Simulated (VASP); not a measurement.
Write the native input for VASP 6.6.1 that does the following.

| Property | Result |
| --- | --- |
| Task | single point |
| Functional | PBE |
| Potentials or basis | VASP PAW PBE potentials, release 64 (Br) |
| Cutoff | 520 eV |
| k mesh | 8 × 8 × 8 |
| Occupations | fermi-dirac, width 0.05 eV |
| Spin | no spin polarisation |
| Dipole correction | no |
| Further INCAR settings | ALGO = Normal; EDIFF = 1e-07; NBANDS = 14 |

The structure of Br lies in POSCAR:

```
Br
1.0
    0.0000000000      3.2316520351      3.2316520351
    3.2316520351      0.0000000000      3.2316520351
    3.2316520351      3.2316520351      0.0000000000
Br
2
Direct
   -0.1250000000     -0.1250000000     -0.1250000000
    0.1250000000      0.1250000000      0.1250000000
```

The input as run:

INCAR

```
ALGO = Normal
EDIFF = 1E-7
ENCUT = 520
GGA = PE
ISIF = 2
ISMEAR = -1
LASPH = T
LCHARG = F
LREAL = F
LWAVE = F
NBANDS = 14
NELM = 60
PREC = Accurate
SIGMA = 0.05
```

KPOINTS

```
k-points
0
Gamma
  8 8 8
```

Potentials or basis: VASP PAW PBE potentials, release 64 (Br).

Launch:

```sh
$ cat potpaw_PBE.64/Br/POTCAR > POTCAR
$ mpirun -np 1 vasp_std > vasp.out
```

Results of the run:

```
Pressure               : 6.7 GPa
Band gap on the k mesh : zero (band 7 reaches 1.32 eV, above the bottom of band 8 at -0.61 eV)
```

Run time: 12 s on 1 thread of Intel(R) Xeon(R) 6975P-C (Granite Rapids), with other jobs on the host, peak memory 0.19 GiB.
